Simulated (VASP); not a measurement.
# CsPbCl3 (Pm-3m) in VASP: settings compared, part 2 of 2

VASP 6.6.1. Earlier steps stand in the parts before.

## Step 3: Single point, PBEsol (volume scaled by 1.02)

INCAR reads:

```
SYSTEM = CsPbCl3
PREC = Accurate
ENCUT = 520
EDIFF = 1E-6
ISMEAR = -1
SIGMA = 0.05
LREAL = .False.
LASPH = .True.
NELM = 80
ALGO = Normal
ISIF = 2
LWAVE = .False.
LCHARG = .False.
GGA = PS
NBANDS = 30
```

KPOINTS reads:

```
Automatic mesh
0
Gamma
  5 5 5
  0 0 0
```

POSCAR reads:

```
CsPbCl3
1.0
    5.6421202871      0.0000000000      0.0000000000
    0.0000000000      5.6421202871      0.0000000000
    0.0000000000      0.0000000000      5.6421202871
Pb Cs Cl
1 1 3
Direct
    0.5000000000      0.5000000000      0.5000000000
    0.0000000000      0.0000000000      0.0000000000
    0.5000000000      0.0000000000      0.5000000000
    0.0000000000      0.5000000000      0.5000000000
    0.5000000000      0.5000000000      0.0000000000
```

Potentials or basis: VASP PAW PBE potentials, release 64 (Pb_d, Cs_sv, Cl).

The run is started by

```bash
> cat potpaw_PBE.64/Pb_d/POTCAR potpaw_PBE.64/Cs_sv/POTCAR potpaw_PBE.64/Cl/POTCAR > POTCAR
> mpirun -np 1 vasp_std > vasp.out
```

OUTCAR:

```text
SYSTEM = CsPbCl3
   PREC = Accurate
   ENCUT = 520
   EDIFF = 1E-6
   ISMEAR = -1
   LREAL = .False.
   LASPH = .True.
   NELM = 80
   ISIF = 2
   GGA = PS

 ion  position               nearest neighbor table
   1  0.500  0.500  0.500-   3 2.82   4 2.82   5 2.82   5 2.82   3 2.82   4 2.82
   2  0.000  0.000  0.000-
   3  0.500  0.000  0.500-   1 2.82   1 2.82
   4  0.000  0.500  0.500-   1 2.82   1 2.82
   5  0.500  0.500  0.000-   1 2.82   1 2.82

  LATTYP: Found a simple cubic cell.
 ALAT       =     5.6421202871

  Lattice vectors:

 A1 = (   5.6421202871,   0.0000000000,   0.0000000000)
 A2 = (   0.0000000000,   5.6421202871,   0.0000000000)
 A3 = (   0.0000000000,   0.0000000000,   5.6421202871)

Analysis of symmetry for initial positions (statically):
=====================================================================
 Subroutine PRICEL returns:
 Original cell was already a primitive cell.

 Routine SETGRP: Setting up the symmetry group for a
 simple cubic supercell.

 Subroutine GETGRP returns: Found 48 space group operations
 (whereof 48 operations were pure point group operations)
 out of a pool of 48 trial point group operations.

The static configuration has the point symmetry O_h .

Analysis of symmetry for dynamics (positions and initial velocities):
=====================================================================
 Subroutine PRICEL returns:
 Original cell was already a primitive cell.

 Routine SETGRP: Setting up the symmetry group for a
 simple cubic supercell.

 Subroutine GETGRP returns: Found 48 space group operations
 (whereof 48 operations were pure point group operations)
 out of a pool of 48 trial point group operations.

The dynamic configuration has the point symmetry O_h .

 Subroutine INISYM returns: Found 48 space group operations
 (whereof 48 operations are pure point group operations),
 and found     1 'primitive' translations

----------------------------------------------------------------------------------------

                                     Primitive cell

  volume of cell :     179.6086

  direct lattice vectors                    reciprocal lattice vectors
     5.642120287  0.000000000  0.000000000     0.177238334  0.000000000  0.000000000
     0.000000000  5.642120287  0.000000000     0.000000000  0.177238334  0.000000000
     0.000000000  0.000000000  5.642120287     0.000000000  0.000000000  0.177238334

  length of vectors
     5.642120287  5.642120287  5.642120287     0.177238334  0.177238334  0.177238334

  position of ions in fractional coordinates (direct lattice)
     0.500000000  0.500000000  0.500000000
     0.000000000  0.000000000  0.000000000
     0.500000000  0.000000000  0.500000000
     0.000000000  0.500000000  0.500000000
     0.500000000  0.500000000  0.000000000

  ion indices of the primitive-cell ions
   primitive index   ion index
                 1           1
                 2           2
                 3           3
                 4           4
[... 21 lines left out ...]
     0.000000000  0.000000000  0.000000000

 Subroutine IBZKPT returns following result:
 ===========================================

 Found     10 irreducible k-points:

 Following reciprocal coordinates:
            Coordinates               Weight
  0.000000  0.000000  0.000000      1.000000
  0.200000  0.000000  0.000000      6.000000
  0.400000  0.000000  0.000000      6.000000
  0.200000  0.200000  0.000000     12.000000
  0.400000  0.200000  0.000000     24.000000
  0.400000  0.400000  0.000000     12.000000
  0.200000  0.200000  0.200000      8.000000
  0.400000  0.200000  0.200000     24.000000
  0.400000  0.400000  0.200000     24.000000
  0.400000  0.400000  0.400000      8.000000
   k-points           NKPTS =     10   k-points in BZ     NKDIM =     10   number of bands    NBANDS=     30
   number of dos      NEDOS =    301   number of ions     NIONS =      5
   total plane-waves  NPLWV =  74088
   dimension x,y,z NGX =    42 NGY =   42 NGZ =   42
   dimension x,y,z NGXF=    84 NGYF=   84 NGZF=   84
   ions per type =               1   1   3
   NGX,Y,Z   is equivalent  to a cutoff of  12.38, 12.38, 12.38 a.u.
   NGXF,Y,Z  is equivalent  to a cutoff of  24.75, 24.75, 24.75 a.u.
 SYSTEM =  CsPbCl3
   PREC   = accura    normal or accurate (medium, high low for compatibility)
   ISTART =      0    job   : 0-new  1-cont  2-samecut
   ICHARG =      2    charge: 1-file 2-atom 10-const
   ISPIN  =      1    spin polarized calculation?
   LNONCOLLINEAR =      F non collinear calculations
   LSORBIT =      F    spin-orbit coupling
   LASPH  =      T    aspherical Exc in radial PAW
   ENCUT  =  520.0 eV  38.22 Ry    6.18 a.u.  10.49 10.49 10.49*2*pi/ulx,y,z
   NELM   =     80;   NELMIN=  2; NELMDL= -5     # of ELM steps
   EDIFF  = 0.1E-05   stopping-criterion for ELM
   LREAL  =      F    real-space projection
   EDIFFG = 0.1E-04   stopping-criterion for IOM
   NSW    =      0    number of steps for IOM
   IBRION =     -1    ionic relax: 0-MD 1-quasi-New 2-CG
   NFREE  =      0    steps in history (QN), initial steepest desc. (CG)
   ISIF   =      2    stress and relaxation
   ISYM   =      2    0-nonsym 1-usesym 2-fastsym
   POTIM  = 0.5000    time-step for ionic-motion
   TEBEG  =    0.0;   TEEND  =   0.0 temperature during run
   PSTRESS=    0.0 pullay stress
   NELECT =      44.0000    total number of electrons
   NUPDOWN=      -1.0000    fix difference up-down
   EMIN   =  10.00;   EMAX   =-10.00  energy-range for DOS
   EFERMI =   0.00;   METHOD = LEGACY
   ISMEAR =    -1;   SIGMA  =   0.05  broadening in eV -4-tet -1-fermi 0-gaus
   EFERMI_NEDOS =   21; number of points for ismear=-14 and -15
   IALGO  =     38    algorithm
   IMIX   =      4    mixing-type and parameters
     AMIX     =   0.40;   BMIX     =  1.00
     AMIX_MAG =   1.60;   BMIX_MAG =  1.00
  volume/ion in A,a.u.               =      35.92       242.41
  Fermi-wavevector in a.u.,A,eV,Ry     =   1.024354  1.935748 14.276607  1.049301
  Thomas-Fermi vector in A             =   2.158137
   LORBIT       =      0    0 simple, 1 ext, 2 COOP (PROOUT), +10 PAW based schemes
   GGA     = PS    functional components
   LHFCALC =     F    Hartree Fock is set to
   AEXX    =    0.0000 exact exchange contribution
   IVDW    =     0    specifies the selected vdW correction
   LEPSILON=     F    determine dielectric tensor
   LRPA    =     F    only Hartree local field effects (RPA)
 non-spin polarized calculation
  energy-cutoff  :      520.00
  volume of cell :      179.61
 maximum number of plane-waves:      4945
 NGX is ok and might be reduce to    42
   NGX = 21   NGY = 21   NGZ = 21

 number of electron      44.0000016 magnetization

 Free energy of the ion-electron system (eV)
  ---------------------------------------------------
  ext. energy  EPLUGINS =         0.00000000
  ---------------------------------------------------
  free energy    TOTEN  =       -18.38801733 eV

  energy without entropy =      -18.38801733  energy(sigma->0) =      -18.38801733

 E-fermi :   2.0138     XC(G=0):  -7.9208

 val. band max:        0.8694086597   @ k =   0.4000   0.4000   0.4000
 cond. band min:       3.7736770896   @ k =   0.4000   0.4000   0.4000
 fundamental gap:      2.9042684298
 Fermi energy:         2.0137721987

 k-point     1 :       0.0000    0.0000    0.0000
  band No.  band energies     occupation
      1     -19.7818      2.00000
      2     -15.2068      2.00000
      3     -15.2068      2.00000
      4     -14.9796      2.00000
      5     -14.9796      2.00000
      6     -14.9796      2.00000
[... 319 lines left out ...]
     29       7.1940      0.00000
     30       8.1078      0.00000

------------------------ aborting loop because EDIFF is reached ----------------------------------------

  FORCE on cell =-STRESS in cart. coord.  units (eV):
  Direction    XX          YY          ZZ          XY          YZ          ZX
  --------------------------------------------------------------------------------------
  -------------------------------------------------------------------------------------
  Total       -0.4204347     -0.4204347     -0.4204347      0.0000000     -0.0000000     -0.0000000
  in kB       -3.7504389     -3.7504389     -3.7504389      0.0000000     -0.0000000     -0.0000000
  external PRESSURE =      -3.7504389 kB  Pullay stress =       0.0000000 kB

 VOLUME and BASIS-vectors are now :
 -----------------------------------------------------------------------------
  energy-cutoff  :      520.00
  volume of cell :      179.61
      direct lattice vectors                 reciprocal lattice vectors
     5.642120287  0.000000000  0.000000000     0.177238334  0.000000000  0.000000000
     0.000000000  5.642120287  0.000000000     0.000000000  0.177238334  0.000000000
     0.000000000  0.000000000  5.642120287     0.000000000  0.000000000  0.177238334

 POSITION                                       TOTAL-FORCE (eV/Angst)
 -----------------------------------------------------------------------------------
      2.82106      2.82106      2.82106         0.000000      0.000000      0.000000
      0.00000      0.00000      0.00000         0.000000      0.000000      0.000000
      2.82106      0.00000      2.82106         0.000000      0.000000      0.000000
      0.00000      2.82106      2.82106         0.000000      0.000000      0.000000
      2.82106      2.82106      0.00000         0.000000      0.000000      0.000000
 -----------------------------------------------------------------------------------
    total drift:                                0.000000     -0.000000     -0.000000

  FREE ENERGIE OF THE ION-ELECTRON SYSTEM (eV)
  ---------------------------------------------------
  free  energy   TOTEN  =       -18.3880173349 eV

  energy  without entropy=      -18.3880173349  energy(sigma->0) =      -18.38801733
```

OSZICAR:

```text
N       E                     dE             d eps       ncg     rms          rms(c)
DAV:   1     0.408892258914E+03    0.40889E+03   -0.19258E+04   600   0.133E+03
DAV:   2     0.336450462869E+02   -0.37525E+03   -0.35705E+03   696   0.318E+02
DAV:   3    -0.171593022780E+02   -0.50804E+02   -0.50197E+02   776   0.123E+02
DAV:   4    -0.190297453630E+02   -0.18704E+01   -0.18645E+01   726   0.290E+01
DAV:   5    -0.191114886809E+02   -0.81743E-01   -0.81719E-01   804   0.565E+00    0.521E+00
DAV:   6    -0.184135398381E+02    0.69795E+00   -0.12508E+00   828   0.127E+01    0.328E+00
DAV:   7    -0.183794318403E+02    0.34108E-01   -0.49922E-01   904   0.417E+00    0.160E+00
DAV:   8    -0.183881673325E+02   -0.87355E-02   -0.65320E-02   822   0.198E+00    0.253E-01
DAV:   9    -0.183874760244E+02    0.69131E-03   -0.12910E-02   920   0.897E-01    0.126E-01
DAV:  10    -0.183879182831E+02   -0.44226E-03   -0.13659E-03   762   0.235E-01    0.453E-02
DAV:  11    -0.183880127075E+02   -0.94424E-04   -0.18395E-04   806   0.944E-02    0.871E-03
DAV:  12    -0.183880171674E+02   -0.44598E-05   -0.23600E-05   826   0.495E-02    0.356E-03
DAV:  13    -0.183880173349E+02   -0.16754E-06   -0.15784E-06   626   0.107E-02
   1 F= -.18388017E+02 E0= -.18388017E+02  d E =-.175669E-10
```

stdout:

```text
POSCAR found type information on POSCAR PbCsCl
 POSCAR found :  3 types and       5 ions
 scaLAPACK will be used
 -----------------------------------------------------------------------------
|                                                                             |
|                                                                             |
|     You enforced a specific xc type in the INCAR file but a different       |
|     I HOPE YOU KNOW WHAT YOU ARE DOING!                                     |
|                                                                             |
 -----------------------------------------------------------------------------

 LDA part: xc-table for (Slater+PW92), standard interpolation
 POSCAR, INCAR and KPOINTS ok, starting setup
 FFT: planning ... GRIDC
 FFT: planning ... GRID_SOFT
 FFT: planning ... GRID
 WAVECAR not read
 entering main loop
```

Wall time 50 s (1 thread of Intel Xeon Platinum 8375C at 2.90GHz (Ice Lake), shared host); peak memory 0.28 GiB.

What came out:

| Property | Result |
| --- | --- |
| Free energy | -18.3880 eV |
| Pressure | -0.4 GPa |
| Band gap on the k mesh | 2.90 eV, direct |

Levels at points of the mesh, in eV from the valence-band top:
| k point | band 19 | band 20 | band 21 | band 22 | band 23 | band 24 | band 25 | band 26 |
| --- | --- | --- | --- | --- | --- | --- | --- | --- |
| (0.00, 0.00, 0.00) | -1.89 | -1.79 | -1.79 | -1.79 | 3.90 | 4.94 | 4.94 | 5.83 |

Caveat: the cell differs from its parent crystal (volume scaled by 1.02); the PAW data sets were made with another functional, which shifts forces and pressure a little; spin-orbit coupling is left out, which moves the levels of the heavy elements. A k mesh can miss the band edges.

## Step 4: Single point, PBEsol (volume scaled by 1.06)

INCAR reads:

```
PREC = Accurate ; ENCUT = 520
EDIFF = 1E-6 ; ISMEAR = -1
SIGMA = 0.05 ; LREAL = F
LASPH = T ; NELM = 60
ALGO = Normal ; ISIF = 2
LWAVE = F ; LCHARG = F
GGA = PS ; NBANDS = 30
```

KPOINTS reads:

```
regular mesh
0
Gamma
  5 5 5
```

Edit POSCAR of step 3 so:

```diff
@@ -2,5 +2,5 @@
 1.0
-    5.6421202871      0.0000000000      0.0000000000
-    0.0000000000      5.6421202871      0.0000000000
-    0.0000000000      0.0000000000      5.6421202871
+    5.7149298697      0.0000000000      0.0000000000
+    0.0000000000      5.7149298697      0.0000000000
+    0.0000000000      0.0000000000      5.7149298697
 Pb Cs Cl
```

The run is started by

```bash
> cat potpaw_PBE.64/Pb_d/POTCAR potpaw_PBE.64/Cs_sv/POTCAR potpaw_PBE.64/Cl/POTCAR > POTCAR
> mpirun -np 1 vasp_std > vasp.out
```

Run time: 55 s. Hardware: 1 thread of Intel Xeon Platinum 8375C at 2.90GHz (Ice Lake), shared host; peak memory 0.34 GiB.

It converged, with:

| Item | Value |
| --- | --- |
| Free energy | -18.3550 eV |
| Pressure | -1.2 GPa |
| Band gap on the k mesh | 2.98 eV, direct |

Levels at points of the mesh, in eV from the valence-band top:
```tsv
k point	band 20	band 21	band 22	band 23	band 24	band 25
(0.00, 0.00, 0.00)	-1.58	-1.58	-1.58	4.04	5.15	5.15
```

Caveat: the cell differs from its parent crystal (volume scaled by 1.06); the PAW data sets were made with another functional, which shifts forces and pressure a little; spin-orbit coupling is left out, which moves the levels of the heavy elements.

## Step 5: Single point, r2SCAN+D3(BJ)

Edit POSCAR of step 4 so:

```diff
@@ -2,5 +2,5 @@
 1.0
-    5.7149298697      0.0000000000      0.0000000000
-    0.0000000000      5.7149298697      0.0000000000
-    0.0000000000      0.0000000000      5.7149298697
+    5.6050000000      0.0000000000      0.0000000000
+    0.0000000000      5.6050000000      0.0000000000
+    0.0000000000      0.0000000000      5.6050000000
 Pb Cs Cl
```

INCAR.step1 reads:

```
PREC     = Accurate       # precision mode
ENCUT    = 520            # plane-wave cutoff, eV
ISMEAR   = -1             # smearing method
SIGMA    = 0.05           # smearing width, eV
LREAL    = F              # projectors in reciprocal space
LASPH    = T              # aspherical terms in the spheres
NELM     = 80             # most SCF steps
NBANDS   = 30             # bands
GGA      = PE             # functional
ALGO     = Normal         # electronic algorithm
EDIFF    = 1E-4           # SCF threshold, eV
LWAVE    = T              # write WAVECAR
LCHARG   = F              # write CHGCAR
```

INCAR.step2 reads:

```
PREC     = Accurate       # precision mode
ENCUT    = 520            # plane-wave cutoff, eV
EDIFF    = 1E-6           # SCF threshold, eV
ISMEAR   = -1             # smearing method
SIGMA    = 0.05           # smearing width, eV
LREAL    = F              # projectors in reciprocal space
LASPH    = T              # aspherical terms in the spheres
NELM     = 80             # most SCF steps
ALGO     = Normal         # electronic algorithm
ISIF     = 2              # what is computed and relaxed
LWAVE    = F              # write WAVECAR
LCHARG   = T              # write CHGCAR
METAGGA  = R2SCAN         # meta-GGA
LMIXTAU  = T            
IVDW     = 12             # dispersion correction
VDW_S6   = 1.0          
VDW_S8   = 0.78981345   
VDW_A1   = 0.49484001   
VDW_A2   = 5.73083694   
LELF     = T              # ELF
LVHAR    = T            
NBANDS   = 30             # bands
ISTART   = 1
```

KPOINTS reads:

```
Automatic mesh
0
Gamma
  5 5 5
```

The run is started by

```bash
> cat potpaw_PBE.64/Pb_d/POTCAR potpaw_PBE.64/Cs_sv/POTCAR potpaw_PBE.64/Cl/POTCAR > POTCAR
> cp INCAR.step1 INCAR
> mpirun -np 1 vasp_std > vasp.out
> cp INCAR.step2 INCAR
> mpirun -np 1 vasp_std > vasp.out
```

Run time: 87 s. Hardware: 1 thread of Intel Xeon 6975P-C (Granite Rapids), shared host; peak memory 0.3 GiB.

It converged, with:

```
Free energy                : -108.6373 eV
Pressure                   : 0.5 GPa
Band gap on the k mesh     : 3.32 eV, direct
Dispersion energy per atom : -0.093 eV
```

Levels at points of the mesh, in eV from the valence-band top:
```csv
k point,band 19,band 20,band 21,band 22,band 23,band 24,band 25,band 26
"(0.00, 0.00, 0.00)",-2.27,-2.15,-2.15,-2.15,4.39,5.20,5.20,6.21
```

Caveat: three body term missing; the PAW data sets were made with another functional, which shifts forces and pressure a little; spin-orbit coupling is left out, which moves the levels of the heavy elements. A k mesh can miss the band edges.

## Step 6: Single point, r2SCAN+rVV10

This run uses another cell than the first one, of 35.59 Å³/atom, 1.011 times its volume.

Edit POSCAR of step 5 so:

```diff
@@ -2,5 +2,5 @@
 1.0
-    5.6050000000      0.0000000000      0.0000000000
-    0.0000000000      5.6050000000      0.0000000000
-    0.0000000000      0.0000000000      5.6050000000
+    5.6248437686      0.0000000000      0.0000000000
+    0.0000000000      5.6248437686      0.0000000000
+    0.0000000000      0.0000000000      5.6248437686
 Pb Cs Cl
```

INCAR.step1 reads:

```
SYSTEM = CsPbCl3
PREC = Accurate ; ENCUT = 520
ISMEAR = -1 ; SIGMA = 0.05
LREAL = .FALSE. ; LASPH = .TRUE.
NELM = 80 ; NBANDS = 30
GGA = PE ; ALGO = Normal
EDIFF = 1E-4 ; LWAVE = .TRUE.
LCHARG = .FALSE.
```

INCAR.step2 reads:

```
SYSTEM = CsPbCl3
PREC = Accurate ; ENCUT = 520
EDIFF = 1E-6 ; ISMEAR = -1
SIGMA = 0.05 ; LREAL = .FALSE.
LASPH = .TRUE. ; NELM = 80
ALGO = Normal ; ISIF = 2
LWAVE = .FALSE. ; LCHARG = .FALSE.
METAGGA = R2SCAN ; LMIXTAU = .TRUE.
LUSE_VDW = .TRUE. ; IVDW_NL = 2
BPARAM = 11.95 ; CPARAM = 0.0093
NBANDS = 30 ; ISTART = 1
```

KPOINTS reads:

```
Automatic mesh
0
G
  5 5 5
  0 0 0
```

Potentials or basis: VASP PAW PBE potentials, release 64 (Pb_d, Cs_sv, Cl).

The run is started by

```bash
> cat potpaw_PBE.64/Pb_d/POTCAR potpaw_PBE.64/Cs_sv/POTCAR potpaw_PBE.64/Cl/POTCAR > POTCAR
> cp INCAR.step1 INCAR
> mpirun -np 1 vasp_std > vasp.out
> cp INCAR.step2 INCAR
> mpirun -np 1 vasp_std > vasp.out
```

Run time: 2.2 min. Hardware: 1 thread of Intel Xeon 6975P-C (Granite Rapids), shared host; peak memory 0.57 GiB.

The run converged. Its results:

| Property | Result |
| --- | --- |
| Free energy | -106.7018 eV |
| Pressure | 0.0 GPa |
| Band gap on the k mesh | 3.31 eV, direct |

Levels at points of the mesh, in eV from the valence-band top:
| k point | band 20 | band 21 | band 22 | band 23 | band 24 | band 25 |
| --- | --- | --- | --- | --- | --- | --- |
| (0.00, 0.00, 0.00) | -2.09 | -2.09 | -2.09 | 4.30 | 5.16 | 5.16 |

Caveat: the PAW data sets were made with another functional, which shifts forces and pressure a little; spin-orbit coupling is left out, which moves the levels of the heavy elements. r2SCAN opens gaps a little over a GGA but as a rule still falls short of measured ones.

## Step 7: Summary

| level | cell | gap on the mesh (eV) | pressure (GPa) |
| --- | --- | --- | --- |
| PBEsol | a = 5.605 Å, 5 atoms | 2.86 | 0.1 |
| PBEsol | a = 5.642 Å, 5 atoms | 2.90 | -0.4 |
| PBEsol | a = 5.715 Å, 5 atoms | 2.98 | -1.2 |
| r2SCAN+D3(BJ) | a = 5.605 Å, 5 atoms | 3.32 | 0.5 |
| r2SCAN+rVV10 | a = 5.625 Å, 5 atoms | 3.31 | 0.0 |

Alike in all rows: task single point; potentials or basis VASP PAW PBE potentials, release 64 (Pb_d, Cs_sv, Cl); no spin polarisation; k mesh 5 × 5 × 5; cutoff (eV) 520; smearing fermi-dirac 0.05 eV.

Caveats: the PAW data sets were made with another functional, which shifts forces and pressure a little; spin-orbit coupling is left out, which moves the levels of the heavy elements; three body term missing (some runs).

Total energies depend on the potentials used, so only differences within one code and one set of settings carry meaning.
